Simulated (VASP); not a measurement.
# ZrH (Ama2) in VASP: further runs

ZrH is run at these levels: PBEsol; tasks: single point.

Program: VASP 6.6.1. These are calculated values, not measurements. Logs are shortened: lines on timing, memory, paths and dates and some standing lists are left out, and cuts for length are marked.

### 1 The cell of the first run

It takes space group Ama2 (No. 40, orthorhombic). The conventional cell has a = 4.948 Å, b = 4.586 Å, c = 4.586 Å, α = 90.00°, β = 90.00°, γ = 90.00°. Within 2.6 Å of Zr (site symmetry m) lie 4 H at 1.98 to 2.10 Å. H (site symmetry 2) has 4 Zr at 1.98 to 2.10 Å and 2 H at 2.47 Å within 2.6 Å.

### 2 Single point, PBEsol (all Zr atoms moved -0.100 Å, as atom 1 along Cartesian [1 -1 0])

INCAR reads:

```
PREC = Accurate
ENCUT = 520
EDIFF = 1E-6
ISMEAR = 0
SIGMA = 0.15
LREAL = False
LASPH = True
NELM = 80
ALGO = Normal
ISIF = 2
LWAVE = False
LCHARG = False
GGA = PS
NBANDS = 21
```

KPOINTS reads:

```
Automatic mesh
0
Gamma
  14 14 10
```

POSCAR reads:

```
ZrH
1.0
    3.2427916985      0.0000000000      0.0000000000
    0.0000000000      3.2427916985      0.0000000000
    0.0000000000      0.0000000000      4.9480000000
Zr H
2 2
Direct
   -0.0218054950      0.5218054950      0.0000000000
    0.4781945050      0.0218054950      0.5000000000
    0.0000000000      0.0000000000      0.7500000000
    0.0000000000      0.0000000000      0.2500000000
```

Potentials or basis: VASP PAW PBE potentials, release 64 (Zr_sv, H).

On the command line:

```console
cat potpaw_PBE.64/Zr_sv/POTCAR potpaw_PBE.64/H/POTCAR > POTCAR
mpirun -np 1 vasp_std > vasp.out
```

OUTCAR:

```text
PREC = Accurate
   ENCUT = 520
   EDIFF = 1E-6
   ISMEAR = 0
   LREAL = False
   LASPH = True
   NELM = 80
   ISIF = 2
   GGA = PS

 ion  position               nearest neighbor table
   1  0.978  0.522  0.000-   3 1.98   4 1.98   3 2.10   4 2.10   2 3.37   2 3.37   2 3.37   2 3.37
                             2 3.37   2 3.37   2 3.37   2 3.37
   2  0.478  0.022  0.500-   3 1.98   4 1.98   3 2.10   4 2.10   1 3.37   1 3.37   1 3.37   1 3.37
                             1 3.37   1 3.37   1 3.37   1 3.37
   3  0.000  0.000  0.750-   1 1.98   2 1.98   1 2.10   2 2.10
   4  0.000  0.000  0.250-   1 1.98   2 1.98   1 2.10   2 2.10

  LATTYP: Found a simple tetragonal cell.
 ALAT       =     3.2427916985
 C/A-ratio  =     1.5258457712

  Lattice vectors:

 A1 = (   3.2427916985,   0.0000000000,   0.0000000000)
 A2 = (   0.0000000000,   3.2427916985,   0.0000000000)
 A3 = (   0.0000000000,   0.0000000000,   4.9480000000)

Analysis of symmetry for initial positions (statically):
=====================================================================
 Subroutine PRICEL returns:
 Original cell was already a primitive cell.

 Routine SETGRP: Setting up the symmetry group for a
 simple tetragonal supercell.

 Subroutine GETGRP returns: Found  4 space group operations
 (whereof  2 operations were pure point group operations)
 out of a pool of 16 trial point group operations.

The static configuration has the point symmetry C_1h.
 The point group associated with its full space group is C_2v.

Analysis of symmetry for dynamics (positions and initial velocities):
=====================================================================
 Subroutine PRICEL returns:
 Original cell was already a primitive cell.

 Routine SETGRP: Setting up the symmetry group for a
 simple tetragonal supercell.

 Subroutine GETGRP returns: Found  4 space group operations
 (whereof  2 operations were pure point group operations)
 out of a pool of 16 trial point group operations.

The dynamic configuration has the point symmetry C_1h.
 The point group associated with its full space group is C_2v.

 Subroutine INISYM returns: Found  4 space group operations
 (whereof  2 operations are pure point group operations),
 and found     1 'primitive' translations

----------------------------------------------------------------------------------------

                                     Primitive cell

  volume of cell :      52.0317

  direct lattice vectors                    reciprocal lattice vectors
     3.242791699  0.000000000  0.000000000     0.308376267  0.000000000  0.000000000
     0.000000000  3.242791699  0.000000000     0.000000000  0.308376267  0.000000000
     0.000000000  0.000000000  4.948000000     0.000000000  0.000000000  0.202101859

  length of vectors
     3.242791699  3.242791699  4.948000000     0.308376267  0.308376267  0.202101859

  position of ions in fractional coordinates (direct lattice)
     0.978194505  0.521805495  0.000000000
     0.478194505  0.021805495  0.500000000
     0.000000000  0.000000000  0.750000000
     0.000000000  0.000000000  0.250000000

  ion indices of the primitive-cell ions
   primitive index   ion index
                 1           1
                 2           2
                 3           3
                 4           4

----------------------------------------------------------------------------------------

 KPOINTS: Automatic mesh

Automatic generation of k-mesh.
 Grid dimensions read from file:
 generate k-points for:   14   14   10

 Generating k-lattice:

  Cartesian coordinates                     Fractional coordinates (reciprocal lattice)
     0.022026876  0.000000000  0.000000000     0.071428571  0.000000000  0.000000000
     0.000000000  0.022026876  0.000000000     0.000000000  0.071428571  0.000000000
     0.000000000  0.000000000  0.020210186     0.000000000  0.000000000  0.100000000

  Length of vectors
     0.022026876  0.022026876  0.020210186

  Shift w.r.t. Gamma in fractional coordinates (k-lattice)
     0.000000000  0.000000000  0.000000000

 Subroutine IBZKPT returns following result:
 ===========================================

 Found    342 irreducible k-points:

 Following reciprocal coordinates:
            Coordinates               Weight
  0.000000  0.000000  0.000000      1.000000
  0.071429  0.000000  0.000000      4.000000
  0.142857  0.000000  0.000000      4.000000
  0.214286  0.000000  0.000000      4.000000
  0.285714  0.000000  0.000000      4.000000
  0.357143  0.000000  0.000000      4.000000
[... 16 lines left out ...]
 -0.142857  0.142857  0.000000      2.000000
  0.214286  0.142857  0.000000      4.000000
 [... further k-points ...]
   k-points           NKPTS =    342   k-points in BZ     NKDIM =    342   number of bands    NBANDS=     21
   number of dos      NEDOS =    301   number of ions     NIONS =      4
   total plane-waves  NPLWV =  23040
   dimension x,y,z NGX =    24 NGY =   24 NGZ =   40
   dimension x,y,z NGXF=    48 NGYF=   48 NGZF=   80
   ions per type =               2   2
   NGX,Y,Z   is equivalent  to a cutoff of  12.30, 12.30, 13.44 a.u.
   NGXF,Y,Z  is equivalent  to a cutoff of  24.61, 24.61, 26.88 a.u.
 SYSTEM =  unknown system
   PREC   = accura    normal or accurate (medium, high low for compatibility)
   ISTART =      0    job   : 0-new  1-cont  2-samecut
   ICHARG =      2    charge: 1-file 2-atom 10-const
   ISPIN  =      1    spin polarized calculation?
   LNONCOLLINEAR =      F non collinear calculations
   LSORBIT =      F    spin-orbit coupling
   LASPH  =      T    aspherical Exc in radial PAW
   ENCUT  =  520.0 eV  38.22 Ry    6.18 a.u.   6.03  6.03  9.20*2*pi/ulx,y,z
   NELM   =     80;   NELMIN=  2; NELMDL= -5     # of ELM steps
   EDIFF  = 0.1E-05   stopping-criterion for ELM
   LREAL  =      F    real-space projection
   EDIFFG = 0.1E-04   stopping-criterion for IOM
   NSW    =      0    number of steps for IOM
   IBRION =     -1    ionic relax: 0-MD 1-quasi-New 2-CG
   NFREE  =      0    steps in history (QN), initial steepest desc. (CG)
   ISIF   =      2    stress and relaxation
   ISYM   =      2    0-nonsym 1-usesym 2-fastsym
   POTIM  = 0.5000    time-step for ionic-motion
   TEBEG  =    0.0;   TEEND  =   0.0 temperature during run
   PSTRESS=    0.0 pullay stress
   NELECT =      26.0000    total number of electrons
   NUPDOWN=      -1.0000    fix difference up-down
   EMIN   =  10.00;   EMAX   =-10.00  energy-range for DOS
   EFERMI =   0.00;   METHOD = LEGACY
   ISMEAR =     0;   SIGMA  =   0.15  broadening in eV -4-tet -1-fermi 0-gaus
   EFERMI_NEDOS =   21; number of points for ismear=-14 and -15
   IALGO  =     38    algorithm
   IMIX   =      4    mixing-type and parameters
     AMIX     =   0.40;   BMIX     =  1.00
     AMIX_MAG =   1.60;   BMIX_MAG =  1.00
  volume/ion in A,a.u.               =      13.01        87.78
  Fermi-wavevector in a.u.,A,eV,Ry     =   1.299102  2.454947 22.962100  1.687667
  Thomas-Fermi vector in A             =   2.430388
   LORBIT       =      0    0 simple, 1 ext, 2 COOP (PROOUT), +10 PAW based schemes
   GGA     = PS    functional components
   LHFCALC =     F    Hartree Fock is set to
   AEXX    =    0.0000 exact exchange contribution
   IVDW    =     0    specifies the selected vdW correction
   LEPSILON=     F    determine dielectric tensor
   LRPA    =     F    only Hartree local field effects (RPA)
 non-spin polarized calculation
 Gauss-broadening in eV      SIGMA  =   0.15
  energy-cutoff  :      520.00
  volume of cell :       52.03
 maximum number of plane-waves:      1426
   NGX = 13   NGY = 13   NGZ = 19

 number of electron      25.9999998 magnetization

 Free energy of the ion-electron system (eV)
  ---------------------------------------------------
  ext. energy  EPLUGINS =         0.00000000
  ---------------------------------------------------
  free energy    TOTEN  =       -26.60787336 eV

  energy without entropy =      -26.58534411  energy(sigma->0) =      -26.59660874

 E-fermi :   8.1224     XC(G=0): -11.1606

 val. band max:        8.1211360033   @ k =   0.1429   0.0714   0.2000
 cond. band min:       8.1225471950   @ k =  -0.0714   0.1429   0.2000
 fundamental gap:      0.0014111917
 Fermi energy:         8.1224350664

 k-point     1 :       0.0000    0.0000    0.0000
  band No.  band energies     occupation
      1     -40.7033      2.00000
      2     -40.5951      2.00000
      3     -19.1063      2.00000
      4     -18.6070      2.00000
      5     -18.6042      2.00000
      6     -18.4019      2.00000
[... 13 lines left out ...]
     20      12.8451      0.00000
     21      14.3834      0.00000

 k-point     2 :       0.0714    0.0000    0.0000
  band No.  band energies     occupation
      1     -40.6999      2.00000
      2     -40.5943      2.00000
      3     -19.0946      2.00000
      4     -18.6310      2.00000
      5     -18.6013      2.00000
      6     -18.4075      2.00000
[... 13 lines left out ...]
     20      12.8506      0.00000
     21      14.7476      0.00000

 k-point     3 :       0.1429    0.0000    0.0000
  band No.  band energies     occupation
      1     -40.6900      2.00000
      2     -40.5923      2.00000
      3     -19.0608      2.00000
      4     -18.7012      2.00000
      5     -18.5897      2.00000
      6     -18.4725      2.00000
[... 13 lines left out ...]
     20      12.9901      0.00000
     21      15.0930      0.00000
[... 457 lines left out ...]
 k-point    23 :      -0.1429    0.1429    0.0000
  band No.  band energies     occupation
      1     -40.6772      2.00000
      2     -40.5890      2.00000
      3     -19.0184      2.00000
      4     -18.7272      2.00000
      5     -18.6454      2.00000
      6     -18.5065      2.00000
[... 13 lines left out ...]
     20      13.1190      0.00000
     21      15.8414      0.00000

 k-point    24 :       0.2143    0.1429    0.0000
  band No.  band energies     occupation
      1     -40.6628      2.00000
      2     -40.5863      2.00000
      3     -18.9681      2.00000
      4     -18.8115      2.00000
      5     -18.6469      2.00000
      6     -18.5932      2.00000
[... 13 lines left out ...]
     20      13.6479      0.00000
     21      15.0311      0.00000

 [... further k-points ...]

------------------------ aborting loop because EDIFF is reached ----------------------------------------

  FORCE on cell =-STRESS in cart. coord.  units (eV):
  Direction    XX          YY          ZZ          XY          YZ          ZX
  --------------------------------------------------------------------------------------
  -------------------------------------------------------------------------------------
  Total       -0.9344908     -0.9344908     -0.3604687      0.0826837      0.0000000      0.0000000
  in kB      -28.7751659    -28.7751659    -11.0996771      2.5460247      0.0000000      0.0000000
  external PRESSURE =     -22.8833363 kB  Pullay stress =       0.0000000 kB

 VOLUME and BASIS-vectors are now :
 -----------------------------------------------------------------------------
  energy-cutoff  :      520.00
  volume of cell :       52.03
      direct lattice vectors                 reciprocal lattice vectors
     3.242791699  0.000000000  0.000000000     0.308376267  0.000000000  0.000000000
     0.000000000  3.242791699  0.000000000     0.000000000  0.308376267  0.000000000
     0.000000000  0.000000000  4.948000000     0.000000000  0.000000000  0.202101859

 POSITION                                       TOTAL-FORCE (eV/Angst)
 -----------------------------------------------------------------------------------
      3.17208      1.69211      0.00000         0.139625     -0.568817      0.000000
      1.55069      0.07071      2.47400         0.568817     -0.139625      0.000000
      0.00000      0.00000      3.71100        -0.354221      0.354221      0.000000
      0.00000      0.00000      1.23700        -0.354221      0.354221     -0.000000
 -----------------------------------------------------------------------------------
    total drift:                               -0.000067      0.000067      0.000000

  FREE ENERGIE OF THE ION-ELECTRON SYSTEM (eV)
  ---------------------------------------------------
  free  energy   TOTEN  =       -26.6078733607 eV

  energy  without entropy=      -26.5853441121  energy(sigma->0) =      -26.59660874
```

Run time: 1.7 min. Hardware: 1 thread of Intel Xeon 6975P-C (Granite Rapids), shared host; peak memory 0.4 GiB.

What came out:

- Free energy: -26.6079 eV
- Pressure: -2.3 GPa
- Largest force: 0.586 eV/Å
- Band gap on the k mesh: zero (bands 13 and 14 overlap by 1.00 eV)

Forces on the atoms (eV/Å):
```
Zr   0.140 -0.569  0.000
Zr   0.569 -0.140  0.000
H   -0.354  0.354  0.000
H   -0.354  0.354  0.000
```

Caveat: the cell differs from its parent crystal (all Zr atoms moved -0.100 Å, as atom 1 along Cartesian [1 -1 0]); the PAW data sets were made with another functional, which shifts forces and pressure a little.

### 3 Single point, PBEsol (all Zr atoms moved +0.050 Å, as atom 1 along Cartesian [1 -1 0])

INCAR reads:

```
PREC = Accurate
ENCUT = 520
EDIFF = 1E-6
ISMEAR = 0
SIGMA = 0.15
LREAL = F
LASPH = T
NELM = 60
ALGO = Normal
ISIF = 2
LWAVE = F
LCHARG = T
GGA = PS
LELF = T
LVHAR = T
NBANDS = 21
```

KPOINTS reads:

```
regular mesh
0
Gamma
  14 14 10
```

POSCAR: that of step 2 with these lines changed.

```diff
@@ -8,4 +8,4 @@
 Direct
-   -0.0218054950      0.5218054950      0.0000000000
-    0.4781945050      0.0218054950      0.5000000000
+    0.0109027475      0.4890972525      0.0000000000
+    0.5109027475     -0.0109027475      0.5000000000
     0.0000000000      0.0000000000      0.7500000000
```

Potentials or basis: VASP PAW PBE potentials, release 64 (Zr_sv, H).

On the command line:

```console
cat potpaw_PBE.64/Zr_sv/POTCAR potpaw_PBE.64/H/POTCAR > POTCAR
mpirun -np 1 vasp_std > vasp.out
```

Wall time 2.2 min (1 thread of Intel Xeon 6975P-C (Granite Rapids), shared host); peak memory 0.41 GiB.

It converged, with:

- Free energy: -26.6456 eV
- Pressure: -2.5 GPa
- Largest force: 0.294 eV/Å
- Band gap on the k mesh: zero (bands 13 and 14 overlap by 1.00 eV)

Forces on the atoms (eV/Å):
```
Zr  -0.071  0.285  0.000
Zr  -0.285  0.071  0.000
H    0.178 -0.178  0.000
H    0.178 -0.178  0.000
```

Stress tensor (GPa, compression positive):
```
-3.01  0.06  0.00
 0.06 -3.01  0.00
 0.00  0.00 -1.41
```

Levels at points of the mesh, in eV from the Fermi level:
| k point | band 11 | band 12 | band 13 | band 14 | band 15 | band 16 |
| --- | --- | --- | --- | --- | --- | --- |
| (0.00, 0.00, 0.00) | -3.03 | -2.89 | 0.04 | 0.66 | 0.66 | 2.28 |
| (0.50, 0.00, 0.00) | -1.97 | -0.74 | -0.59 | -0.26 | 1.66 | 1.91 |
| (0.50, 0.50, 0.00) | -2.93 | -2.90 | -1.88 | 2.83 | 3.99 | 4.34 |
| (0.00, 0.00, 0.50) | -1.74 | -1.74 | 0.02 | 0.02 | 1.75 | 1.75 |
| (0.50, 0.00, 0.50) | -2.78 | -0.17 | 0.25 | 0.52 | 0.56 | 1.06 |
| (0.50, 0.50, 0.50) | -1.97 | -1.97 | -0.33 | -0.33 | 1.58 | 1.58 |

Caveat: the cell differs from its parent crystal (all Zr atoms moved +0.050 Å, as atom 1 along Cartesian [1 -1 0]); the PAW data sets were made with another functional, which shifts forces and pressure a little.
